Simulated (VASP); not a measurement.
Al:

```xyz
6
Lattice="-1.3347 2.5155 0.1074 -2.8711 0.0663 0.1078 -0.5953 0.5491 14.0272" Properties=species:S:1:pos:R:3 pbc="T T T"
Al   -2.6712    1.6344    2.4872
Al   -0.9534    0.6428    9.3341
Al   -3.9281    2.4259    4.8132
Al   -2.0783    1.5047   11.8120
Al   -0.0503    0.0047    0.0896
Al   -2.3216    1.6148    7.0700
```

```yaml
Program: VASP 6.6.1
Task: relaxation of cell and atoms
Functional: PBE
Potentials_or_basis: VASP PAW PBE potentials, release 64 (Al)
Cutoff: 600 eV
k_mesh: 8 × 8 × 2
Occupations: gaussian, width 0.2 eV
Spin: no spin polarisation
```

At the start: pressure -0.1 GPa; volume 16.64 Å³/atom.

Problem. Where does the relaxation end?

Solution. Over 9 steps the energy falls by 6.8 meV/atom and the volume is 16.56 Å³/atom (-0.5 %); space group P1 (No. 1, to 0.1 Å) before, C2/m (No. 12, to 0.1 Å).

Step by step:
```
step  energy change (eV)  largest force (eV/Å)  pressure (GPa)  volume (Å³)
   1              0.0000                0.3057           -0.14        99.82
   2             -0.0109                0.2436           -0.04        99.61
   3             -0.0231                0.1785            0.30        99.10
   4             -0.0313                0.1551           -0.12        99.59
   5             -0.0344                0.1281           -0.56       100.14
   6             -0.0391                0.0742            0.22        99.09
   7             -0.0391                0.0746            0.24        99.06
   8             -0.0410                0.0298            0.02        99.33
   9             -0.0410                0.0245           -0.02        99.37
```

Final structure:
```
CELL_PARAMETERS angstrom
-1.33238 2.50660 0.09741
-2.86093 0.06912 0.09157
-0.51272 0.53321 14.06462
ATOMIC_POSITIONS crystal
Al 0.59862 0.62423 0.16585
Al 0.11338 0.12196 0.66628
Al 0.88318 0.87768 0.33427
Al 0.39905 0.37894 0.83363
Al 0.00326 0.00319 0.99942
Al 0.50251 0.49399 0.50055
```

Caveat: the highest band is partly filled, so the run has too few bands.
